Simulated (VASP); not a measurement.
# B (P6/mmm) in VASP: further runs

Runs on B. Level: PBEsol. Tasks: single point.

Everything below comes from runs of VASP 6.6.1. Logs are shortened: lines on timing, memory, paths and dates and some standing lists are left out, and cuts for length are marked.

### 1 The cell of the first run

It takes space group P6/mmm (No. 191, hexagonal). Conventional cell: a = 2.718 Å, b = 2.718 Å, c = 1.702 Å, α = 90.00°, β = 90.00°, γ = 120.00°. B (site symmetry 6/mmm) has 14 B at 1.70 to 1.79 Å within 2.3 Å. B (site symmetry -6m2) has 11 B at 1.57 to 1.79 Å within 2.1 Å.

### 2 Single point, PBEsol

Input file INCAR:

```
PREC = Accurate
ENCUT = 500
EDIFF = 1E-6
ISMEAR = -1
SIGMA = 0.08
LREAL = False
LASPH = True
NELM = 120
ALGO = Normal
ISIF = 2
LWAVE = False
LCHARG = False
GGA = PS
NBANDS = 12
GGA_COMPAT = False
```

Input file KPOINTS:

```
Automatic mesh
0
Gamma
  13 13 18
```

Input file POSCAR:

```
B
1.0
    2.7179805194      0.0000000000      0.0000000000
   -1.3589902597      2.3538401768      0.0000000000
    0.0000000000      0.0000000000      1.7015488506
B
3
Direct
    0.0000000000      0.0000000000      0.0000000000
    0.3333333333      0.6666666667      0.5000000000
    0.6666666667      0.3333333333      0.5000000000
```

Potentials or basis: VASP PAW PBE potentials, release 64 (B).

Started as:

```
$ cat potpaw_PBE.64/B/POTCAR > POTCAR
$ mpirun -np 1 vasp_std > vasp.out
```

OUTCAR:

```text
PREC = Accurate
   ENCUT = 500
   EDIFF = 1E-6
   ISMEAR = -1
   LREAL = False
   LASPH = True
   NELM = 120
   ISIF = 2
   GGA = PS

 ion  position               nearest neighbor table
   1  0.000  0.000  0.000-   2 1.79   3 1.79   2 1.79   3 1.79   3 1.79   3 1.79   2 1.79   2 1.79
                             3 1.79   3 1.79   2 1.79   2 1.79
   2  0.333  0.667  0.500-   3 1.57   3 1.57   3 1.57   1 1.79   1 1.79   1 1.79   1 1.79   1 1.79
                             1 1.79
   3  0.667  0.333  0.500-   2 1.57   2 1.57   2 1.57   1 1.79   1 1.79   1 1.79   1 1.79   1 1.79
                             1 1.79

  LATTYP: Found a hexagonal cell.
 ALAT       =     2.7179805194
 C/A-ratio  =     0.6260342333

  Lattice vectors:

 A1 = (   2.7179805194,   0.0000000000,   0.0000000000)
 A2 = (  -1.3589902597,   2.3538401768,   0.0000000000)
 A3 = (   0.0000000000,   0.0000000000,   1.7015488506)

Analysis of symmetry for initial positions (statically):
=====================================================================
 Subroutine PRICEL returns:
 Original cell was already a primitive cell.

 Routine SETGRP: Setting up the symmetry group for a
 hexagonal supercell.

 Subroutine GETGRP returns: Found 24 space group operations
 (whereof 24 operations were pure point group operations)
 out of a pool of 24 trial point group operations.

The static configuration has the point symmetry D_6h.

Analysis of symmetry for dynamics (positions and initial velocities):
=====================================================================
 Subroutine PRICEL returns:
 Original cell was already a primitive cell.

 Routine SETGRP: Setting up the symmetry group for a
 hexagonal supercell.

 Subroutine GETGRP returns: Found 24 space group operations
 (whereof 24 operations were pure point group operations)
 out of a pool of 24 trial point group operations.

The dynamic configuration has the point symmetry D_6h.

 Subroutine INISYM returns: Found 24 space group operations
 (whereof 24 operations are pure point group operations),
 and found     1 'primitive' translations

----------------------------------------------------------------------------------------

                                     Primitive cell

  volume of cell :      10.8860

  direct lattice vectors                    reciprocal lattice vectors
     2.717980519  0.000000000  0.000000000     0.367920223  0.212418840  0.000000000
    -1.358990260  2.353840177  0.000000000     0.000000000  0.424837680  0.000000000
     0.000000000  0.000000000  1.701548851     0.000000000  0.000000000  0.587699847

  length of vectors
     2.717980519  2.717980519  1.701548851     0.424837680  0.424837680  0.587699847

  position of ions in fractional coordinates (direct lattice)
     0.000000000  0.000000000  0.000000000
     0.333333333  0.666666667  0.500000000
     0.666666667  0.333333333  0.500000000

  ion indices of the primitive-cell ions
   primitive index   ion index
                 1           1
                 2           2
                 3           3

----------------------------------------------------------------------------------------

 KPOINTS: Automatic mesh

Automatic generation of k-mesh.
 Grid dimensions read from file:
 generate k-points for:   13   13   18

 Generating k-lattice:

  Cartesian coordinates                     Fractional coordinates (reciprocal lattice)
     0.028301556  0.016339911  0.000000000     0.076923077  0.000000000  0.000000000
     0.000000000  0.032679822  0.000000000     0.000000000  0.076923077  0.000000000
     0.000000000  0.000000000  0.032649992     0.000000000  0.000000000  0.055555556

  Length of vectors
     0.032679822  0.032679822  0.032649992

  Shift w.r.t. Gamma in fractional coordinates (k-lattice)
     0.000000000  0.000000000  0.000000000

 Subroutine IBZKPT returns following result:
 ===========================================

 Found    210 irreducible k-points:

 Following reciprocal coordinates:
            Coordinates               Weight
  0.000000  0.000000  0.000000      1.000000
  0.076923  0.000000  0.000000      6.000000
  0.153846  0.000000  0.000000      6.000000
  0.230769 -0.000000  0.000000      6.000000
  0.307692  0.000000  0.000000      6.000000
  0.384615  0.000000  0.000000      6.000000
[... 16 lines left out ...]
  0.076923  0.000000  0.055556     12.000000
  0.153846  0.000000  0.055556     12.000000
 [... further k-points ...]
   k-points           NKPTS =    210   k-points in BZ     NKDIM =    210   number of bands    NBANDS=     12
   number of dos      NEDOS =    301   number of ions     NIONS =      3
   total plane-waves  NPLWV =   4800
   dimension x,y,z NGX =    20 NGY =   20 NGZ =   12
   dimension x,y,z NGXF=    40 NGYF=   40 NGZF=   24
   ions per type =               3
   NGX,Y,Z   is equivalent  to a cutoff of  12.23, 12.23, 11.72 a.u.
   NGXF,Y,Z  is equivalent  to a cutoff of  24.47, 24.47, 23.45 a.u.
 SYSTEM =  unknown system
   PREC   = accura    normal or accurate (medium, high low for compatibility)
   ISTART =      0    job   : 0-new  1-cont  2-samecut
   ICHARG =      2    charge: 1-file 2-atom 10-const
   ISPIN  =      1    spin polarized calculation?
   LNONCOLLINEAR =      F non collinear calculations
   LSORBIT =      F    spin-orbit coupling
   LASPH  =      T    aspherical Exc in radial PAW
   ENCUT  =  500.0 eV  36.75 Ry    6.06 a.u.   4.96  4.96  3.10*2*pi/ulx,y,z
   NELM   =    120;   NELMIN=  2; NELMDL= -5     # of ELM steps
   EDIFF  = 0.1E-05   stopping-criterion for ELM
   LREAL  =      F    real-space projection
   EDIFFG = 0.1E-04   stopping-criterion for IOM
   NSW    =      0    number of steps for IOM
   IBRION =     -1    ionic relax: 0-MD 1-quasi-New 2-CG
   NFREE  =      0    steps in history (QN), initial steepest desc. (CG)
   ISIF   =      2    stress and relaxation
   ISYM   =      2    0-nonsym 1-usesym 2-fastsym
   POTIM  = 0.5000    time-step for ionic-motion
   TEBEG  =    0.0;   TEEND  =   0.0 temperature during run
   PSTRESS=    0.0 pullay stress
   NELECT =       9.0000    total number of electrons
   NUPDOWN=      -1.0000    fix difference up-down
   EMIN   =  10.00;   EMAX   =-10.00  energy-range for DOS
   EFERMI =   0.00;   METHOD = LEGACY
   ISMEAR =    -1;   SIGMA  =   0.08  broadening in eV -4-tet -1-fermi 0-gaus
   EFERMI_NEDOS =   21; number of points for ismear=-14 and -15
   IALGO  =     38    algorithm
   IMIX   =      4    mixing-type and parameters
     AMIX     =   0.40;   BMIX     =  1.00
     AMIX_MAG =   1.60;   BMIX_MAG =  1.00
  volume/ion in A,a.u.               =       3.63        24.49
  Fermi-wavevector in a.u.,A,eV,Ry     =   1.536502  2.903567 32.121150  2.360838
  Thomas-Fermi vector in A             =   2.643142
   LORBIT       =      0    0 simple, 1 ext, 2 COOP (PROOUT), +10 PAW based schemes
   GGA     = PS    functional components
   LHFCALC =     F    Hartree Fock is set to
   AEXX    =    0.0000 exact exchange contribution
   IVDW    =     0    specifies the selected vdW correction
   LEPSILON=     F    determine dielectric tensor
   LRPA    =     F    only Hartree local field effects (RPA)
 non-spin polarized calculation
  energy-cutoff  :      500.00
  volume of cell :       10.89
 maximum number of plane-waves:       287
 NGX is ok and might be reduce to    20
   NGX =  9   NGY =  9   NGZ =  7

 number of electron       9.0000000 magnetization

 Free energy of the ion-electron system (eV)
  ---------------------------------------------------
  ext. energy  EPLUGINS =         0.00000000
  ---------------------------------------------------
  free energy    TOTEN  =       -11.50072397 eV

  energy without entropy =      -11.49324330  energy(sigma->0) =      -11.49698364

 E-fermi :  17.5923     XC(G=0): -15.1978

 val. band max:       17.5690729535   @ k =   0.2308   0.0769   0.3333
 cond. band min:      17.6738341387   @ k =   0.2308   0.1538   0.3333
 fundamental gap:      0.1047611852
 Fermi energy:        17.5922503802

 k-point     1 :       0.0000    0.0000    0.0000
  band No.  band energies     occupation
      1      -8.1668      2.00000
      2       9.6207      2.00000
      3       9.6207      2.00000
      4       9.6752      2.00000
      5       9.6752      2.00000
      6      21.2133      0.00000
      7      22.0655      0.00000
      8      27.4705      0.00000
      9      41.1550      0.00000
     10      41.9595      0.00000
     11      42.7181      0.00000
     12      42.7181      0.00000

 k-point     2 :       0.0769    0.0000    0.0000
  band No.  band energies     occupation
      1      -8.0537      2.00000
      2       7.5122      2.00000
      3       7.8096      2.00000
      4      11.3807      2.00000
      5      11.7819      2.00000
      6      21.6619      0.00000
      7      22.4230      0.00000
      8      27.6097      0.00000
      9      40.9307      0.00000
     10      41.7298      0.00000
     11      42.1302      0.00000
     12      42.3809      0.00000

 k-point     3 :       0.1538    0.0000    0.0000
  band No.  band energies     occupation
      1      -7.7144      2.00000
      2       5.2525      2.00000
      3       6.2718      2.00000
      4      12.4686      2.00000
      5      14.2036      2.00000
      6      22.8250      0.00000
      7      23.6194      0.00000
      8      28.0256      0.00000
      9      40.2444      0.00000
     10      40.7416      0.00000
     11      41.1380      0.00000
     12      41.3124      0.00000
[... 286 lines left out ...]
 k-point    23 :       0.0769    0.0000    0.0556
  band No.  band energies     occupation
      1      -7.9402      2.00000
      2       7.6557      2.00000
      3       7.9581      2.00000
      4      11.5151      2.00000
      5      11.9271      2.00000
      6      21.0837      0.00000
      7      22.3087      0.00000
      8      27.2930      0.00000
      9      40.4072      0.00000
     10      41.6877      0.00000
     11      41.9727      0.00000
     12      42.0985      0.00000

 k-point    24 :       0.1538    0.0000    0.0556
  band No.  band energies     occupation
      1      -7.6006      2.00000
      2       5.3888      2.00000
      3       6.4214      2.00000
      4      12.5676      2.00000
      5      14.3456      2.00000
      6      22.3154      0.00000
      7      23.4423      0.00000
      8      27.6779      0.00000
      9      39.6500      0.00000
     10      40.5771      0.00000
     11      41.0662      0.00000
     12      41.2004      0.00000

 [... further k-points ...]
[... 5 lines left out ...]
  --------------------------------------------------------------------------------------
  -------------------------------------------------------------------------------------
  Total       21.8545624     21.8545624     21.8579014      0.0000000      0.0000000     -0.0000000
  in kB     3216.5104351   3216.5104351   3217.0018650      0.0000000      0.0000000     -0.0000000
  external PRESSURE =    3216.6742450 kB  Pullay stress =       0.0000000 kB

 VOLUME and BASIS-vectors are now :
 -----------------------------------------------------------------------------
  energy-cutoff  :      500.00
  volume of cell :       10.89
      direct lattice vectors                 reciprocal lattice vectors
     2.717980519  0.000000000  0.000000000     0.367920223  0.212418840  0.000000000
    -1.358990260  2.353840177  0.000000000     0.000000000  0.424837680  0.000000000
     0.000000000  0.000000000  1.701548851     0.000000000  0.000000000  0.587699847

 POSITION                                       TOTAL-FORCE (eV/Angst)
 -----------------------------------------------------------------------------------
      0.00000      0.00000      0.00000        -0.000000      0.000000      0.000000
     -0.00000      1.56923      0.85077         0.000000      0.000000      0.000000
      1.35899      0.78461      0.85077        -0.000000      0.000000      0.000000
 -----------------------------------------------------------------------------------
    total drift:                                0.000000      0.000000     -0.000000

  FREE ENERGIE OF THE ION-ELECTRON SYSTEM (eV)
  ---------------------------------------------------
  free  energy   TOTEN  =       -11.5007239661 eV

  energy  without entropy=      -11.4932433048  energy(sigma->0) =      -11.49698364
```

It took 14 s on 1 thread of Intel Xeon 6975P-C, shared host; peak memory 0.12 GiB.

Results:

```
Free energy : -11.5007 eV
Pressure    : 321.7 GPa
```

Levels at points of the mesh, in eV from the Fermi level:
```
           k point  band 1  band 2  band 3  band 4  band 5  band 6  band 7  band 8  band 9  band 10
(0.00, 0.00, 0.00)  -25.76   -7.97   -7.97   -7.92   -7.92    3.62    4.47    9.88   23.56    24.37
(0.00, 0.00, 0.50)  -17.12  -15.89   -0.27   -0.27    1.19    3.00    3.00    5.77    5.77     7.60
```

Caveat: the PAW data sets were made with another functional, which shifts forces and pressure a little.

### 3 Single point, PBEsol

Input file INCAR:

```
ALGO     = Normal         # electronic algorithm
EDIFF    = 1E-6           # SCF threshold, eV
ENCUT    = 500            # plane-wave cutoff, eV
GGA      = PS             # functional
GGA_COMPAT= False        
ISIF     = 2              # what is computed and relaxed
ISMEAR   = -1             # smearing method
LASPH    = True           # aspherical terms in the spheres
LCHARG   = False          # write CHGCAR
LREAL    = False          # projectors in reciprocal space
LWAVE    = False          # write WAVECAR
NBANDS   = 12             # bands
NELM     = 120            # most SCF steps
PREC     = Accurate       # precision mode
SIGMA    = 0.08           # smearing width, eV
```

Input file KPOINTS:

```
k-points
0
Gamma
  13 13 18
```

Input file POSCAR:

```
B
1.0
    2.7174185726      0.0000000000      0.0000000000
   -1.3587092863      2.3533535166      0.0000000000
    0.0000000000      0.0000000000      1.7016462700
B
3
Direct
    0.0000000000      0.0000000000      0.0000000000
    0.3333333333      0.6666666667      0.5000000000
    0.6666666667      0.3333333333      0.5000000000
```

Potentials or basis: VASP PAW PBE potentials, release 64 (B).

Started as:

```
$ cat potpaw_PBE.64/B/POTCAR > POTCAR
$ mpirun -np 1 vasp_std > vasp.out
```

Run time: 14 s. Hardware: 1 thread of Intel Xeon 6975P-C, shared host; peak memory 0.12 GiB.

Results (log left out):

- Free energy: -11.4929 eV
- Pressure: 322.1 GPa

Stress tensor (GPa, compression positive):
```
322.22   0.00   0.00
  0.00 322.22   0.00
  0.00   0.00 321.87
```

Levels at points of the mesh, in eV from the Fermi level:
```csv
k point,band 2,band 3,band 4,band 5,band 6,band 7,band 8,band 9
"(0.00, 0.00, 0.00)",-7.97,-7.97,-7.92,-7.92,3.63,4.48,9.87,23.56
"(0.00, 0.00, 0.50)",-15.90,-0.27,-0.27,1.19,3.00,3.00,5.77,5.77
```

Caveat: the PAW data sets were made with another functional, which shifts forces and pressure a little.
